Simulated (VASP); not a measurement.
# Ag in VASP: relaxation of the atoms with PBEsol

Aim: the relaxation of the atoms of Ag with PBEsol.

All numbers are computed with VASP 6.6.1; they aren't measurements. Logs are shortened: lines on timing, memory, paths and dates and some standing lists are left out, and cuts for length are marked.

## (1) The cell of the first run

The cell holds a slab with vacuum, 6 atoms: a = 2.869 Å, b = 2.869 Å, c = 26.696 Å, α = 90.00°, β = 90.00°, γ = 120.00°.

## (2) Relaxation of the atoms, PBEsol

INCAR

```
PREC = Accurate ; ENCUT = 520
EDIFF = 1E-6 ; ISMEAR = 0
SIGMA = 0.1 ; LREAL = False
LASPH = True ; NELM = 80
ALGO = Normal ; ISIF = 2
LWAVE = False ; LCHARG = False
LDIPOL = True ; IDIPOL = 3
DIPOL = 0.5 0.5 0.500 ; GGA = PS
IBRION = 2 ; NSW = 80
EDIFFG = -0.02
```

KPOINTS

```
Automatic mesh
0
Gamma
  12 12 1
```

POSCAR

```
Ag
1.0
    2.8687411792      0.0000000000      0.0000000000
   -1.4343705896      2.4844027381      0.0000000000
    0.0000000000      0.0000000000     26.6956358961
Ag
6
Direct
    0.0000000000      0.0000000000      0.2809447967
    0.6666666667      0.3333333333      0.3685239682
    0.3333333333      0.6666666667      0.4561031397
    0.6666666667      0.3333333333      0.5438968603
    0.3333333333      0.6666666667      0.6314760318
    0.0000000000      0.0000000000      0.7190552033
```

Potentials or basis: VASP PAW PBE potentials, release 64 (Ag).

Started as:

```console
> cat potpaw_PBE.64/Ag/POTCAR > POTCAR
> mpirun -np 1 vasp_std > vasp.out
```

OUTCAR:

```text
PREC = Accurate
   ENCUT = 520
   EDIFF = 1E-6
   ISMEAR = 0
   LREAL = False
   LASPH = True
   NELM = 80
   ISIF = 2
   GGA = PS
   IBRION = 2
   NSW = 80
   EDIFFG = -0.02

 ion  position               nearest neighbor table
   1  0.000  0.000  0.281-   2 2.87   2 2.87   2 2.87
   2  0.667  0.333  0.369-   3 2.87   1 2.87   3 2.87   1 2.87   1 2.87   3 2.87
   3  0.333  0.667  0.456-   2 2.87   2 2.87   2 2.87   4 2.87   4 2.87   4 2.87
   4  0.667  0.333  0.544-   5 2.87   5 2.87   5 2.87   3 2.87   3 2.87   3 2.87
   5  0.333  0.667  0.631-   4 2.87   6 2.87   4 2.87   6 2.87   6 2.87   4 2.87
   6  0.000  0.000  0.719-   5 2.87   5 2.87   5 2.87

  LATTYP: Found a hexagonal cell.
 ALAT       =     2.8687411792
 C/A-ratio  =     9.3056968993

  Lattice vectors:

 A1 = (   2.8687411792,   0.0000000000,   0.0000000000)
 A2 = (  -1.4343705896,   2.4844027381,   0.0000000000)
 A3 = (   0.0000000000,   0.0000000000,  26.6956358961)

Analysis of symmetry for initial positions (statically):
=====================================================================
 Subroutine PRICEL returns:
 Original cell was already a primitive cell.

 Routine SETGRP: Setting up the symmetry group for a
 hexagonal supercell.

 Subroutine GETGRP returns: Found 12 space group operations
 (whereof 12 operations were pure point group operations)
 out of a pool of 24 trial point group operations.

The static configuration has the point symmetry D_3d.

Analysis of symmetry for dynamics (positions and initial velocities):
=====================================================================
 Subroutine PRICEL returns:
 Original cell was already a primitive cell.

 Routine SETGRP: Setting up the symmetry group for a
 hexagonal supercell.

 Subroutine GETGRP returns: Found 12 space group operations
 (whereof 12 operations were pure point group operations)
 out of a pool of 24 trial point group operations.

The dynamic configuration has the point symmetry D_3d.

 Subroutine INISYM returns: Found 12 space group operations
 (whereof 12 operations are pure point group operations),
 and found     1 'primitive' translations

----------------------------------------------------------------------------------------

                                     Primitive cell

  volume of cell :     190.2627

  direct lattice vectors                    reciprocal lattice vectors
     2.868741179  0.000000000  0.000000000     0.348584950  0.201255615  0.000000000
    -1.434370590  2.484402738  0.000000000     0.000000000  0.402511229  0.000000000
     0.000000000  0.000000000 26.695635896     0.000000000  0.000000000  0.037459306

  length of vectors
     2.868741179  2.868741179 26.695635896     0.402511229  0.402511229  0.037459306

  position of ions in fractional coordinates (direct lattice)
     0.000000000  0.000000000  0.280944797
     0.666666667  0.333333333  0.368523968
     0.333333333  0.666666667  0.456103140
     0.666666667  0.333333333  0.543896860
     0.333333333  0.666666667  0.631476032
     0.000000000  0.000000000  0.719055203

  ion indices of the primitive-cell ions
   primitive index   ion index
                 1           1
                 2           2
                 3           3
                 4           4
                 5           5
                 6           6

----------------------------------------------------------------------------------------

 KPOINTS: Automatic mesh

Automatic generation of k-mesh.
 Grid dimensions read from file:
 generate k-points for:   12   12    1

 Generating k-lattice:

  Cartesian coordinates                     Fractional coordinates (reciprocal lattice)
     0.029048746  0.016771301  0.000000000     0.083333333  0.000000000  0.000000000
     0.000000000  0.033542602  0.000000000     0.000000000  0.083333333  0.000000000
     0.000000000  0.000000000  0.037459306     0.000000000  0.000000000  1.000000000

  Length of vectors
     0.033542602  0.033542602  0.037459306

  Shift w.r.t. Gamma in fractional coordinates (k-lattice)
     0.000000000  0.000000000  0.000000000

 Subroutine IBZKPT returns following result:
 ===========================================

 Found     19 irreducible k-points:

 Following reciprocal coordinates:
            Coordinates               Weight
  0.000000  0.000000  0.000000      1.000000
  0.083333 -0.000000  0.000000      6.000000
  0.166667 -0.000000  0.000000      6.000000
  0.250000 -0.000000  0.000000      6.000000
  0.333333 -0.000000  0.000000      6.000000
  0.416667 -0.000000  0.000000      6.000000
[... 11 lines left out ...]
  0.333333  0.250000  0.000000     12.000000
  0.333333  0.333333  0.000000      2.000000
   k-points           NKPTS =     19   k-points in BZ     NKDIM =     19   number of bands    NBANDS=     39
   number of dos      NEDOS =    301   number of ions     NIONS =      6
   total plane-waves  NPLWV = 115200
   dimension x,y,z NGX =    24 NGY =   24 NGZ =  200
   dimension x,y,z NGXF=    48 NGYF=   48 NGZF=  400
   ions per type =               6
   NGX,Y,Z   is equivalent  to a cutoff of  13.91, 13.91, 12.45 a.u.
   NGXF,Y,Z  is equivalent  to a cutoff of  27.82, 27.82, 24.91 a.u.
 SYSTEM =  unknown system
   PREC   = accura    normal or accurate (medium, high low for compatibility)
   ISTART =      0    job   : 0-new  1-cont  2-samecut
   ICHARG =      2    charge: 1-file 2-atom 10-const
   ISPIN  =      1    spin polarized calculation?
   LNONCOLLINEAR =      F non collinear calculations
   LSORBIT =      F    spin-orbit coupling
   LASPH  =      T    aspherical Exc in radial PAW
   ENCUT  =  520.0 eV  38.22 Ry    6.18 a.u.   5.33  5.33 49.64*2*pi/ulx,y,z
   NELM   =     80;   NELMIN=  2; NELMDL= -5     # of ELM steps
   EDIFF  = 0.1E-05   stopping-criterion for ELM
   LREAL  =      F    real-space projection
   EDIFFG = -.2E-01   stopping-criterion for IOM
   NSW    =     80    number of steps for IOM
   IBRION =      2    ionic relax: 0-MD 1-quasi-New 2-CG
   NFREE  =      1    steps in history (QN), initial steepest desc. (CG)
   ISIF   =      2    stress and relaxation
   ISYM   =      2    0-nonsym 1-usesym 2-fastsym
   POTIM  = 0.5000    time-step for ionic-motion
   TEBEG  =    0.0;   TEEND  =   0.0 temperature during run
   PSTRESS=    0.0 pullay stress
   NELECT =      66.0000    total number of electrons
   NUPDOWN=      -1.0000    fix difference up-down
   EMIN   =  10.00;   EMAX   =-10.00  energy-range for DOS
   EFERMI =   0.00;   METHOD = LEGACY
   ISMEAR =     0;   SIGMA  =   0.10  broadening in eV -4-tet -1-fermi 0-gaus
   EFERMI_NEDOS =   21; number of points for ismear=-14 and -15
   IALGO  =     38    algorithm
   IMIX   =      4    mixing-type and parameters
     AMIX     =   0.40;   BMIX     =  1.00
     AMIX_MAG =   1.60;   BMIX_MAG =  1.00
  volume/ion in A,a.u.               =      31.71       213.99
  Fermi-wavevector in a.u.,A,eV,Ry     =   1.150284  2.173721 18.002581  1.323152
  Thomas-Fermi vector in A             =   2.286948
   LORBIT       =      0    0 simple, 1 ext, 2 COOP (PROOUT), +10 PAW based schemes
   GGA     = PS    functional components
   LHFCALC =     F    Hartree Fock is set to
   AEXX    =    0.0000 exact exchange contribution
   IVDW    =     0    specifies the selected vdW correction
   LEPSILON=     F    determine dielectric tensor
   LRPA    =     F    only Hartree local field effects (RPA)
 conjugate gradient relaxation of ions
 non-spin polarized calculation
 Gauss-broadening in eV      SIGMA  =   0.10
  energy-cutoff  :      520.00
  volume of cell :      190.26
 maximum number of plane-waves:      5187
 NGX is ok and might be reduce to    24
   NGX = 11   NGY = 11   NGZ = 99

--------------------------------------- Ionic step        1  -------------------------------------------

 number of electron      65.9999997 magnetization

 Free energy of the ion-electron system (eV)
  ---------------------------------------------------
  ext. energy  EPLUGINS =         0.00000000
  ---------------------------------------------------
  free energy    TOTEN  =       -18.92215056 eV

  energy without entropy =      -18.90754957  energy(sigma->0) =      -18.91485006

------------------------ aborting loop because EDIFF is reached ----------------------------------------

  FORCE on cell =-STRESS in cart. coord.  units (eV):
  Direction    XX          YY          ZZ          XY          YZ          ZX
  --------------------------------------------------------------------------------------
  -------------------------------------------------------------------------------------
  Total       -0.9906199     -0.9906199     -0.9058638      0.0000000      0.0000000     -0.0000000
  in kB       -8.3418810     -8.3418810     -7.6281612      0.0000000      0.0000000     -0.0000000
  external PRESSURE =      -8.1039744 kB  Pullay stress =       0.0000000 kB
[... 265 lines left out ...]
  energy  without entropy=      -18.9114321384  energy(sigma->0) =      -18.91820605

--------------------------------------- Ionic step        8  -------------------------------------------

 number of electron      65.9999989 magnetization

 dipolmoment           0.000000      0.000000      0.000000 electrons x Angstroem

------------------------ aborting loop because EDIFF is reached ----------------------------------------

  FORCE on cell =-STRESS in cart. coord.  units (eV):
  Direction    XX          YY          ZZ          XY          YZ          ZX
  --------------------------------------------------------------------------------------
  -------------------------------------------------------------------------------------
  Total       -0.7030682     -0.7030682     -0.2493803      0.0000000      0.0000000      0.0000000
  in kB       -5.9204455     -5.9204455     -2.0999992      0.0000000      0.0000000      0.0000000
  external PRESSURE =      -4.6469634 kB  Pullay stress =       0.0000000 kB
[... 25 lines left out ...]
  energy  without entropy=      -18.9120084431  energy(sigma->0) =      -18.91872790

--------------------------------------- Ionic step        9  -------------------------------------------

 number of electron      65.9999986 magnetization

 dipolmoment           0.000000      0.000000     -0.000000 electrons x Angstroem

 Free energy of the ion-electron system (eV)
  ---------------------------------------------------
  ext. energy  EPLUGINS =         0.00000000
  ---------------------------------------------------
  free energy    TOTEN  =       -18.92595482 eV

  energy without entropy =      -18.91281704  energy(sigma->0) =      -18.91938593

 E-fermi :   2.3727     XC(G=0):  -7.1725

 val. band max:        2.3630128251   @ k =   0.5000  -0.0000   0.0000
 cond. band min:       2.3996547984   @ k =   0.4167   0.0833   0.0000
 fundamental gap:      0.0366419734
 Fermi energy:         2.3727017049

 k-point     1 :       0.0000    0.0000    0.0000
  band No.  band energies     occupation
      1      -5.4668      2.00000
      2      -4.9549      2.00000
      3      -4.2892      2.00000
      4      -4.1344      2.00000
      5      -3.9772      2.00000
      6      -3.9200      2.00000
[... 787 lines left out ...]
     38       6.7392      0.00000
     39       7.4616      0.00000

------------------------ aborting loop because EDIFF is reached ----------------------------------------

 vacuum level on the upper side and lower side of the slab       (xc-potential included)        -0.007        -0.007

  FORCE on cell =-STRESS in cart. coord.  units (eV):
  Direction    XX          YY          ZZ          XY          YZ          ZX
  --------------------------------------------------------------------------------------
  -------------------------------------------------------------------------------------
  Total       -0.6212471     -0.6212471     -0.0324041      0.0000000      0.0000000      0.0000000
  in kB       -5.2314407     -5.2314407     -0.2728709      0.0000000      0.0000000      0.0000000
  external PRESSURE =      -3.5785841 kB  Pullay stress =       0.0000000 kB

 VOLUME and BASIS-vectors are now :
 -----------------------------------------------------------------------------
  energy-cutoff  :      520.00
  volume of cell :      190.26
      direct lattice vectors                 reciprocal lattice vectors
     2.868741179  0.000000000  0.000000000     0.348584950  0.201255615  0.000000000
    -1.434370590  2.484402738  0.000000000     0.000000000  0.402511229  0.000000000
     0.000000000  0.000000000 26.695635896     0.000000000  0.000000000  0.037459306
[... 12 lines left out ...]
  FREE ENERGIE OF THE ION-ELECTRON SYSTEM (eV)
  ---------------------------------------------------
  free  energy   TOTEN  =       -18.9259548163 eV

  energy  without entropy=      -18.9128170397  energy(sigma->0) =      -18.91938593

 reached required accuracy - stopping structural energy minimisation

 vacuum level on the upper side and lower side of the slab         6.899         6.899
```

It took 11 min on 1 thread of Intel Xeon Platinum 8488C (Sapphire Rapids), shared host; peak memory 0.38 GiB.

Results:

| Item | Value |
| --- | --- |
| Free energy | -18.9260 eV |
| Energy gained by relaxing | 0.6 meV/atom |
| Ionic steps | 9 |
| Band gap on the k mesh | zero (bands 33 and 34 overlap by 6.36 eV) |

Step by step:
```tsv
step	energy change (eV)	largest force (eV/Å)	pressure (GPa)
1	0.0000	0.0855	-0.81
2	-0.0007	0.0686	-0.78
3	-0.0015	0.0367	-0.70
4	-0.0009	0.1184	-0.55
5	-0.0016	0.0607	-0.66
6	-0.0022	0.0472	-0.62
7	-0.0028	0.0668	-0.50
8	-0.0033	0.0492	-0.46
9	-0.0038	0.0016	-0.36
```

Final structure:
```yaml
crystal:
  lattice:
    - [2.86874, 0.00000, 0.00000]
    - [-1.43437, 2.48440, 0.00000]
    - [0.00000, 0.00000, 26.69564]
  atoms:
    - { symbol: Ag, position: [0.00000, 0.00000, 0.28287] }
    - { symbol: Ag, position: [0.66667, 0.33333, 0.36948] }
    - { symbol: Ag, position: [0.33333, 0.66667, 0.45644] }
    - { symbol: Ag, position: [0.66667, 0.33333, 0.54356] }
    - { symbol: Ag, position: [0.33333, 0.66667, 0.63052] }
    - { symbol: Ag, position: [0.00000, 0.00000, 0.71713] }
```

Levels at points of the mesh, in eV from the Fermi level:
| k point | band 30 | band 31 | band 32 | band 33 | band 34 | band 35 | band 36 | band 37 |
| --- | --- | --- | --- | --- | --- | --- | --- | --- |
| (0.00, 0.00, 0.00) | -3.35 | -3.08 | -3.08 | -3.00 | -3.00 | -2.40 | -0.59 | 0.05 |
| (0.50, 0.00, 0.00) | -2.71 | -0.01 | 0.18 | 0.81 | 1.27 | 1.47 | 1.58 | 4.27 |

Caveat: the PAW data sets were made with another functional, which shifts forces and pressure a little.

The gap in the log of VASP goes by the Fermi energy; the results here count the filled bands.